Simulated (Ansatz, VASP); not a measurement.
**Two plane-wave programs on BAs**

```xyz
2
Lattice="0.0000 2.3885 2.3885 2.3885 0.0000 2.3885 2.3885 2.3885 0.0000" Properties=species:S:1:pos:R:3 pbc="T T T"
As    3.5827    3.5827    3.5827
B     0.0000    0.0000    0.0000
```

Alike in both runs: functional HF; k mesh 5 × 5 × 5; occupations fermi-dirac, width 0.05 eV; no spin polarisation.

```csv
,VASP,Ansatz
version,VASP 6.6.1,Ansatz 0.2.0
potentials or method,"VASP PAW PBE potentials, release 64 (As, B)",Ansatz PAW
plane-wave cutoff (eV),520,420
valence electrons in the cell,8,18
task,single point,band structure
```

|  | VASP | Ansatz | Ansatz less VASP |
| --- | --- | --- | --- |
| gap on the k mesh at the Fermi level (eV) | 7.57 | 7.35 | -0.222 |
| least direct gap on the mesh (eV) | 10.27 | 10.07 | -0.193 |
| pressure (GPa) | 2.2 | 5.1 | +2.93 |

VASP's potentials were made for PBE, not for HF. VASP's potentials hold 8 valence electrons a cell and Ansatz's 18, so a difference there can come from the potentials and not from the codes.

The k mesh is coarse, so the values compare programs but aren't converged.
